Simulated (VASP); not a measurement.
# KBr (Fm-3m) in VASP: notebook

The runs below take KBr through relaxation of cell and atoms, single point, with PBEsol.

All numbers are computed with VASP 6.6.1; they aren't measurements. Logs are shortened: lines on timing, memory, paths and dates and some standing lists are left out, and cuts for length are marked.

### 1 The cell of the first run

Symmetry: Fm-3m, No. 225, cubic system. The conventional cell has a = 6.549 Å, b = 6.549 Å, c = 6.549 Å, α = 90.00°, β = 90.00°, γ = 90.00°. K (site symmetry m-3m) has 6 Br at 3.27 Å within 4.3 Å. Within 4.3 Å of Br (site symmetry m-3m) lie 6 K at 3.27 Å.

### 2 Relaxation of cell and atoms, PBEsol, target pressure 15 GPa, at which the enthalpy is minimised

Contents of INCAR:

```
PREC = Accurate
ENCUT = 600
EDIFF = 1E-7
ISMEAR = 0
SIGMA = 0.01
LREAL = False
LASPH = True
NELM = 60
ALGO = Normal
ISIF = 3
LWAVE = False
LCHARG = False
GGA = PS
IBRION = 2
NSW = 100
EDIFFG = -0.002
PSTRESS = 150.0
```

Contents of KPOINTS:

```
regular mesh
0
Gamma
  6 6 6
```

Contents of POSCAR:

```
KBr
1.0
    3.2745281208      3.2745281208      0.0000000000
   -3.2745281208      3.2745281208      0.0000000000
    0.0000000000      3.2745281208      3.2745281208
K Br
1 1
Direct
    0.0000000000      0.0000000000      0.0000000000
    0.5000000000      0.5000000000      0.0000000000
```

Potentials or basis: VASP PAW PBE potentials, release 64 (K_sv, Br).

Command:

```sh
cat potpaw_PBE.64/K_sv/POTCAR potpaw_PBE.64/Br/POTCAR > POTCAR
mpirun -np 1 vasp_std > vasp.out
```

OUTCAR:

```text
PREC = Accurate
   ENCUT = 600
   EDIFF = 1E-7
   ISMEAR = 0
   LREAL = False
   LASPH = True
   NELM = 60
   ISIF = 3
   GGA = PS
   IBRION = 2
   NSW = 100
   EDIFFG = -0.002
   PSTRESS = 150.0

 ion  position               nearest neighbor table
   1  0.000  0.000  0.000-   2 3.27   2 3.27   2 3.27   2 3.27   2 3.27   2 3.27
   2  0.500  0.500  0.000-   1 3.27   1 3.27   1 3.27   1 3.27   1 3.27   1 3.27

  LATTYP: Found a face centered cubic cell.
 ALAT       =     6.5490562416

  Lattice vectors:

 A1 = (   0.0000000000,   3.2745281208,   3.2745281208)
 A2 = (   3.2745281208,   0.0000000000,   3.2745281208)
 A3 = (   3.2745281208,   3.2745281208,   0.0000000000)

Analysis of symmetry for initial positions (statically):
=====================================================================
 Subroutine PRICEL returns:
 Original cell was already a primitive cell.

 Routine SETGRP: Setting up the symmetry group for a
 face centered cubic supercell.

 Subroutine GETGRP returns: Found 48 space group operations
 (whereof 48 operations were pure point group operations)
 out of a pool of 48 trial point group operations.

The static configuration has the point symmetry O_h .

Analysis of symmetry for dynamics (positions and initial velocities):
=====================================================================
 Subroutine PRICEL returns:
 Original cell was already a primitive cell.

 Routine SETGRP: Setting up the symmetry group for a
 face centered cubic supercell.

 Subroutine GETGRP returns: Found 48 space group operations
 (whereof 48 operations were pure point group operations)
 out of a pool of 48 trial point group operations.

The dynamic configuration has the point symmetry O_h .

 Subroutine INISYM returns: Found 48 space group operations
 (whereof 48 operations are pure point group operations),
 and found     1 'primitive' translations

----------------------------------------------------------------------------------------

                                     Primitive cell

  volume of cell :      70.2225

  direct lattice vectors                    reciprocal lattice vectors
     3.274528121  3.274528121  0.000000000     0.152693757  0.152693757 -0.152693757
    -3.274528121  3.274528121  0.000000000    -0.152693757  0.152693757 -0.152693757
     0.000000000  3.274528121  3.274528121     0.000000000  0.000000000  0.305387513

  length of vectors
     4.630882079  4.630882079  4.630882079     0.264473345  0.264473345  0.305387513

  position of ions in fractional coordinates (direct lattice)
     0.000000000  0.000000000  0.000000000
     0.500000000  0.500000000  0.000000000

  ion indices of the primitive-cell ions
   primitive index   ion index
                 1           1
                 2           2

----------------------------------------------------------------------------------------

 KPOINTS: regular mesh

Automatic generation of k-mesh.
 Grid dimensions read from file:
 generate k-points for:    6    6    6

 Generating k-lattice:

  Cartesian coordinates                     Fractional coordinates (reciprocal lattice)
     0.025448959  0.025448959 -0.025448959     0.166666667  0.000000000  0.000000000
    -0.025448959  0.025448959 -0.025448959     0.000000000  0.166666667  0.000000000
     0.000000000  0.000000000  0.050897919     0.000000000  0.000000000  0.166666667

  Length of vectors
     0.044078891  0.044078891  0.050897919

  Shift w.r.t. Gamma in fractional coordinates (k-lattice)
     0.000000000  0.000000000  0.000000000

 Subroutine IBZKPT returns following result:
 ===========================================

 Found     16 irreducible k-points:

 Following reciprocal coordinates:
            Coordinates               Weight
  0.000000  0.000000  0.000000      1.000000
  0.166667  0.000000  0.000000      8.000000
  0.333333  0.000000  0.000000      8.000000
  0.500000  0.000000  0.000000      4.000000
  0.166667  0.166667  0.000000     12.000000
  0.333333  0.166667  0.000000     24.000000
[... 8 lines left out ...]
  0.500000  0.333333  0.166667     24.000000
  0.500000  0.500000  0.166667     12.000000
   k-points           NKPTS =     16   k-points in BZ     NKDIM =     16   number of bands    NBANDS=     12
   number of dos      NEDOS =    301   number of ions     NIONS =      2
   total plane-waves  NPLWV =  64000
   dimension x,y,z NGX =    40 NGY =   40 NGZ =   40
   dimension x,y,z NGXF=    80 NGYF=   80 NGZF=   80
   ions per type =               1   1
   NGX,Y,Z   is equivalent  to a cutoff of  14.36, 14.36, 14.36 a.u.
   NGXF,Y,Z  is equivalent  to a cutoff of  28.72, 28.72, 28.72 a.u.
 SYSTEM =  unknown system
   PREC   = accura    normal or accurate (medium, high low for compatibility)
   ISTART =      0    job   : 0-new  1-cont  2-samecut
   ICHARG =      2    charge: 1-file 2-atom 10-const
   ISPIN  =      1    spin polarized calculation?
   LNONCOLLINEAR =      F non collinear calculations
   LSORBIT =      F    spin-orbit coupling
   LASPH  =      T    aspherical Exc in radial PAW
   ENCUT  =  600.0 eV  44.10 Ry    6.64 a.u.   9.25  9.25  9.25*2*pi/ulx,y,z
   NELM   =     60;   NELMIN=  2; NELMDL= -5     # of ELM steps
   EDIFF  = 0.1E-06   stopping-criterion for ELM
   LREAL  =      F    real-space projection
   EDIFFG = -.2E-02   stopping-criterion for IOM
   NSW    =    100    number of steps for IOM
   IBRION =      2    ionic relax: 0-MD 1-quasi-New 2-CG
   NFREE  =      1    steps in history (QN), initial steepest desc. (CG)
   ISIF   =      3    stress and relaxation
   ISYM   =      2    0-nonsym 1-usesym 2-fastsym
   POTIM  = 0.5000    time-step for ionic-motion
   TEBEG  =    0.0;   TEEND  =   0.0 temperature during run
   PSTRESS=  150.0 pullay stress
   NELECT =      16.0000    total number of electrons
   NUPDOWN=      -1.0000    fix difference up-down
   EMIN   =  10.00;   EMAX   =-10.00  energy-range for DOS
   EFERMI =   0.00;   METHOD = LEGACY
   ISMEAR =     0;   SIGMA  =   0.01  broadening in eV -4-tet -1-fermi 0-gaus
   EFERMI_NEDOS =   21; number of points for ismear=-14 and -15
   IALGO  =     38    algorithm
   IMIX   =      4    mixing-type and parameters
     AMIX     =   0.40;   BMIX     =  1.00
     AMIX_MAG =   1.60;   BMIX_MAG =  1.00
  volume/ion in A,a.u.               =      35.11       236.94
  Fermi-wavevector in a.u.,A,eV,Ry     =   0.999899  1.889535 13.603076  0.999798
  Thomas-Fermi vector in A             =   2.132220
   LORBIT       =      0    0 simple, 1 ext, 2 COOP (PROOUT), +10 PAW based schemes
   GGA     = PS    functional components
   LHFCALC =     F    Hartree Fock is set to
   AEXX    =    0.0000 exact exchange contribution
   IVDW    =     0    specifies the selected vdW correction
   LEPSILON=     F    determine dielectric tensor
   LRPA    =     F    only Hartree local field effects (RPA)
 conjugate gradient relaxation of ions
 non-spin polarized calculation
 Gauss-broadening in eV      SIGMA  =   0.01
  energy-cutoff  :      600.00
  volume of cell :       70.22
 maximum number of plane-waves:      2397
 NGX is ok and might be reduce to    40
   NGX = 19   NGY = 19   NGZ = 19

--------------------------------------- Ionic step        1  -------------------------------------------

 number of electron      16.0000001 magnetization

 Free energy of the ion-electron system (eV)
  ---------------------------------------------------
  ext. energy  EPLUGINS =         0.00000000
  ---------------------------------------------------
  free energy    TOTEN  =        -6.45990556 eV

  energy without entropy =       -6.45990556  energy(sigma->0) =       -6.45990556

 E-fermi :  -1.6883     XC(G=0):  -7.6435

 val. band max:       -1.7338860426   @ k =   0.0000   0.0000   0.0000
 cond. band min:       2.6020611131   @ k =   0.0000   0.0000   0.0000
 fundamental gap:      4.3359471557
 Fermi energy:        -1.6882752982

 k-point     1 :       0.0000    0.0000    0.0000
  band No.  band energies     occupation
      1     -29.2971      2.00000
      2     -14.0701      2.00000
      3     -12.8423      2.00000
      4     -12.8423      2.00000
      5     -12.8423      2.00000
      6      -1.7339      2.00000
      7      -1.7339      2.00000
      8      -1.7339      2.00000
      9       2.6021      0.00000
     10       5.7948      0.00000
     11       5.7948      0.00000
     12       5.7948      0.00000
[... 258 lines left out ...]
  enthalpy is  TOTEN    =         0.1145053672 eV   P V=        6.5744109233

--------------------------------------- Ionic step        2  -------------------------------------------

 number of electron      16.0000000 magnetization

 E-fermi :   1.5156     XC(G=0): -10.0060

 val. band max:        1.4156795338   @ k =   0.0000   0.0000   0.0000
 cond. band min:       5.6259002467   @ k =   0.5000   0.5000   0.0000
 fundamental gap:      4.2102207128
 Fermi energy:         1.5156340346

 k-point     1 :       0.0000    0.0000    0.0000
  band No.  band energies     occupation
      1     -25.7021      2.00000
      2     -12.0056      2.00000
      3      -9.2603      2.00000
      4      -9.2603      2.00000
      5      -9.2603      2.00000
      6       1.4157      2.00000
      7       1.4157      2.00000
      8       1.4157      2.00000
      9       7.6648      0.00000
     10       8.2786      0.00000
     11       8.2786      0.00000
     12       8.2786      0.00000
[... 372 lines left out ...]
  enthalpy is  TOTEN    =        -1.2233012135 eV   P V=        4.5345928153

--------------------------------------- Ionic step        6  -------------------------------------------

 number of electron      16.0000000 magnetization

 Free energy of the ion-electron system (eV)
  ---------------------------------------------------
  ext. energy  EPLUGINS =         0.00000000
  ---------------------------------------------------
  free energy    TOTEN  =        -5.74426669 eV

  energy without entropy =       -5.74426669  energy(sigma->0) =       -5.74426669

 E-fermi :   0.3602     XC(G=0):  -9.3259

 val. band max:        0.3168700896   @ k =   0.0000   0.0000   0.0000
 cond. band min:       5.1163798663   @ k =   0.5000   0.5000   0.0000
 fundamental gap:      4.7995097768
 Fermi energy:         0.3601531185

 k-point     1 :       0.0000    0.0000    0.0000
  band No.  band energies     occupation
      1     -26.7691      2.00000
      2     -12.7204      2.00000
      3     -10.3423      2.00000
      4     -10.3423      2.00000
      5     -10.3423      2.00000
      6       0.3169      2.00000
      7       0.3169      2.00000
      8       0.3169      2.00000
      9       5.8988      0.00000
     10       7.5084      0.00000
     11       7.5084      0.00000
     12       7.5084      0.00000
[... 252 lines left out ...]
  FREE ENERGIE OF THE ION-ELECTRON SYSTEM (eV)
  ---------------------------------------------------
  free  energy   TOTEN  =        -5.7442666891 eV

  energy  without entropy=       -5.7442666891  energy(sigma->0) =       -5.74426669

  enthalpy is  TOTEN    =        -1.2234073305 eV   P V=        4.5208593586

 reached required accuracy - stopping structural energy minimisation
```

It took 2.7 min on 1 thread of Intel Xeon Platinum 8259CL at 2.50GHz (Skylake/Cascade Lake), shared host; peak memory 0.24 GiB.

What came out:

```yaml
Free_energy: -5.7443 eV
Relaxed_volume: 24.14 Å³/atom
Relaxed_cell: a = 4.087 Å, b = 4.087 Å, c = 4.087 Å, α = 60.00°, β = 60.00°, γ = 90.00°
Space_group_after_relaxing_to_0.05_Å: Fm-3m (No. 225)
Energy_change_on_relaxing_the_enthalpy_is_what_falls: +357.8 meV/atom
Ionic_steps: 6
Pressure_after_relaxing: 15.0 GPa
Band_gap_on_the_k_mesh: 4.80 eV, indirect (least direct gap 5.21 eV)
```

Step by step:
```tsv
step	energy change (eV)	largest force (eV/Å)	pressure (GPa)	volume (Å³)
1	0.0000	0.0000	0.07	70.22
2	1.5594	0.0000	29.10	41.94
3	0.7029	0.0000	14.78	48.43
4	0.7389	0.0000	15.39	48.04
5	0.7020	0.0000	14.77	48.43
6	0.7156	0.0000	15.00	48.29
```

Final structure:
```cif
data_structure
_symmetry_space_group_name_H-M 'P 1'
_symmetry_Int_Tables_number 1
_cell_length_a 4.0874
_cell_length_b 4.0874
_cell_length_c 4.0874
_cell_angle_alpha 60.000
_cell_angle_beta 60.000
_cell_angle_gamma 90.000
_cell_volume 48.29
loop_
_atom_site_label
_atom_site_type_symbol
_atom_site_fract_x
_atom_site_fract_y
_atom_site_fract_z
_atom_site_occupancy
K1 K 0.00000 0.00000 0.00000 1
Br1 Br 0.50000 0.50000 0.00000 1
```

Caveat: the cell is relaxed towards a set pressure, so the enthalpy falls and the energy may rise; the volume moved by over 15 % at a fixed basis, so the end points are rough; the PAW data sets were made with another functional, which shifts forces and pressure a little. A k mesh can miss the band edges.

### 3 Single point, PBEsol, non-collinear spin, zero start, spin-orbit coupling

This run uses another cell than the first one, of 24.04 Å³/atom, 0.685 times its volume.

Contents of INCAR:

```
  PREC = Accurate
  ENCUT = 520
  EDIFF = 1E-6
  ISMEAR = 0
  SIGMA = 0.01
  LREAL = F
  LASPH = T
  NELM = 150
  ALGO = Normal
  ISIF = 2
  LWAVE = F
  LCHARG = F
  MAGMOM = 0 0 0 0 0 0
  LORBIT = 11
  LSORBIT = T
  GGA_COMPAT = F
  LORBMOM = T
  GGA = PS
  NBANDS = 28
```

KPOINTS is that of step 2.

Contents of POSCAR:

```
KBr
1.0
    2.8860910258      2.8860910258      0.0000000000
   -2.8860910258      2.8860910258      0.0000000000
    0.0000000000      2.8860910258      2.8860910258
K Br
1 1
Direct
    0.0000000000      0.0000000000      0.0000000000
    0.5000000000      0.5000000000      0.0000000000
```

Potentials or basis: VASP PAW PBE potentials, release 64 (K_sv, Br).

Command:

```sh
cat potpaw_PBE.64/K_sv/POTCAR potpaw_PBE.64/Br/POTCAR > POTCAR
mpirun -np 1 vasp_ncl > vasp.out
```

OUTCAR:

```text
PREC = Accurate
   ENCUT = 520
   EDIFF = 1E-6
   ISMEAR = 0
   LREAL = F
   LASPH = T
   NELM = 150
   ISIF = 2
   LORBIT = 11
   LSORBIT = T
   GGA = PS

 ion  position               nearest neighbor table
   1  0.000  0.000  0.000-   2 2.89   2 2.89   2 2.89   2 2.89   2 2.89   2 2.89
   2  0.500  0.500  0.000-   1 2.89   1 2.89   1 2.89   1 2.89   1 2.89   1 2.89

  LATTYP: Found a face centered cubic cell.
 ALAT       =     5.7721820516

  Lattice vectors:

 A1 = (   0.0000000000,   2.8860910258,   2.8860910258)
 A2 = (   2.8860910258,   0.0000000000,   2.8860910258)
 A3 = (   2.8860910258,   2.8860910258,   0.0000000000)

Analysis of symmetry for initial positions (statically):
=====================================================================
 Subroutine PRICEL returns:
 Original cell was already a primitive cell.

 Routine SETGRP: Setting up the symmetry group for a
 face centered cubic supercell.

 Subroutine GETGRP returns: Found 48 space group operations
 (whereof 48 operations were pure point group operations)
 out of a pool of 48 trial point group operations.
[... 748 lines left out ...]
     0.0000000     0.0000000     0.0000000     0.0000000     0.0000000     0.0000000     0.0000000
     0.0000000     0.0000000     0.0000000     0.0000000     0.0000000     0.0000000     0.0000000
     0.0000000     0.0000000     0.0000000     0.0000000     0.0000000     0.0000000     0.0000000
     0.0000000     0.0000000     0.0000000     0.0000000     0.0000000     0.0000000     0.0000000
     0.0000000     0.0000000     0.0000000     0.0000000     0.0000000     0.0000000     0.0000000
     0.0000000     0.0000000     0.0000000     0.0000000     0.0000000     0.0000000     0.0000000

 Ion:    2  E_soc:     -0.0497885
 l=   1
     0.0000000    -0.0082973    -0.0082973
    -0.0082973     0.0000000    -0.0082973
    -0.0082973    -0.0082973     0.0000000
 l=   2
     0.0000000    -0.0000002     0.0000000    -0.0000002    -0.0000005
    -0.0000002     0.0000000    -0.0000004    -0.0000002    -0.0000001
     0.0000000    -0.0000004     0.0000000    -0.0000004     0.0000000
    -0.0000002    -0.0000002    -0.0000004     0.0000000    -0.0000001
    -0.0000005    -0.0000001     0.0000000    -0.0000001     0.0000000
 l=   3
     0.0000000     0.0000000     0.0000000     0.0000000     0.0000000     0.0000000     0.0000000
     0.0000000     0.0000000     0.0000000     0.0000000     0.0000000     0.0000000     0.0000000
     0.0000000     0.0000000     0.0000000     0.0000000     0.0000000     0.0000000     0.0000000
     0.0000000     0.0000000     0.0000000     0.0000000     0.0000000     0.0000000     0.0000000
     0.0000000     0.0000000     0.0000000     0.0000000     0.0000000     0.0000000     0.0000000
     0.0000000     0.0000000     0.0000000     0.0000000     0.0000000     0.0000000     0.0000000
     0.0000000     0.0000000     0.0000000     0.0000000     0.0000000     0.0000000     0.0000000

 total charge

# of ion       s       p       d       tot
------------------------------------------
    1        1.973   5.602   0.075   7.650
    2        1.599   3.372   0.006   4.977
--------------------------------------------------
tot          3.572   8.974   0.081  12.627

 magnetization (x)

# of ion       s       p       d       tot
------------------------------------------
    1       -0.000  -0.000  -0.000  -0.000
    2        0.000   0.000   0.000   0.000
--------------------------------------------------
tot         -0.000  -0.000  -0.000  -0.000

 magnetization (y)

# of ion       s       p       d       tot
------------------------------------------
    1        0.000  -0.000   0.000  -0.000
    2        0.000  -0.000  -0.000   0.000
--------------------------------------------------
tot          0.000  -0.000   0.000   0.000

 magnetization (z)

# of ion       s       p       d       tot
------------------------------------------
    1        0.000   0.000   0.000   0.000
    2        0.000   0.000  -0.000   0.000
--------------------------------------------------
tot          0.000   0.000   0.000   0.000
```

stdout:

```text
POSCAR found type information on POSCAR K Br
 POSCAR found :  2 types and       2 ions
 scaLAPACK will be used
 -----------------------------------------------------------------------------
|                                                                             |
|                                                                             |
|     You enforced a specific xc type in the INCAR file but a different       |
|     I HOPE YOU KNOW WHAT YOU ARE DOING!                                     |
|                                                                             |
 -----------------------------------------------------------------------------

 LDA part: xc-table for (Slater+PW92), standard interpolation
 POSCAR, INCAR and KPOINTS ok, starting setup
 FFT: planning ... GRIDC
 FFT: planning ... GRID_SOFT
 FFT: planning ... GRID
 WAVECAR not read
 entering main loop
```

Run time: 66 s. Hardware: 1 thread of Intel Xeon Platinum 8259CL at 2.50GHz (Skylake/Cascade Lake), shared host; peak memory 0.28 GiB.

Results:

| Quantity | Value |
| --- | --- |
| Free energy | -5.7522 eV |
| Pressure | 15.3 GPa |
| Net moment | 0.00 μB per cell |
| Valence electrons inside the program's atomic spheres | K 7.65; Br 4.98 |

Moments on the atoms (μB; x, y, z):
```
K   0.00 0.00 0.00
Br  0.00 0.00 0.00
```

Caveat: the k points lie up to 0.36 Å⁻¹ apart; the PAW data sets were made with another functional, which shifts forces and pressure a little.

(Continued in part 2 of 2.)
